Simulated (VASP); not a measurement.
A run of VASP 6.6.1 is set up as follows.

Contents of POSCAR:

```
TiSi3O8
1.0
    3.0057089983     -3.0576623161      0.0000000000
    3.0057089983      3.0576623161      0.0000000000
    0.0000000000      0.0000000000      5.5039123261
Si O Ti
3 8 1
Direct
    0.5000000000      0.5000000000      0.2440767519
    0.0000000000      0.0000000000      0.0000000000
    0.5000000000      0.5000000000      0.7559232481
    0.2009396499      0.2009396499      0.2320322478
    0.7990603501      0.7990603501      0.2320322478
    0.6945066164      0.3054933836      0.0000000000
    0.3054933836      0.6945066164      0.0000000000
    0.2009396499      0.2009396499      0.7679677522
    0.7990603501      0.7990603501      0.7679677522
    0.6815453683      0.3184546317      0.5000000000
    0.3184546317      0.6815453683      0.5000000000
    0.0000000000      0.0000000000      0.5000000000
```

The input INCAR.step1:

```
SYSTEM = TiSi3O8
ALGO = Normal
EDIFF = 1E-4
ENCUT = 520
GGA = PE
ISMEAR = 0
LASPH = .True.
LCHARG = .False.
LREAL = .False.
LWAVE = .True.
NBANDS = 48
NELM = 60
PREC = Accurate
SIGMA = 0.01
```

File INCAR.step2:

```
SYSTEM = TiSi3O8
ALGO = Normal
EDIFF = 1E-7
ENCUT = 520
ISIF = 2
ISMEAR = 0
ISTART = 1
LASPH = .True.
LCHARG = .False.
LMIXTAU = .True.
LREAL = .False.
LWAVE = .False.
METAGGA = R2SCAN
NBANDS = 48
NELM = 60
PREC = Accurate
SIGMA = 0.01
```

KPOINTS

```
k-points
0
Gamma
  6 6 6
  0 0 0
```

Potentials or basis: VASP PAW PBE potentials, release 64 (Si, O, Ti_sv).

Command:

```bash
$ cat potpaw_PBE.64/Si/POTCAR potpaw_PBE.64/O/POTCAR potpaw_PBE.64/Ti_sv/POTCAR > POTCAR
$ cp INCAR.step1 INCAR
$ mpirun -np 1 vasp_std > vasp.out
$ cp INCAR.step2 INCAR
$ mpirun -np 1 vasp_std > vasp.out
```

(1) Predict the pressure.

(2) Estimate the largest force.

## Answers

(1) 0.7 GPa.

(2) 0.065 eV/Å.

Caveat: the PAW data sets were made with another functional, which shifts forces and pressure a little.
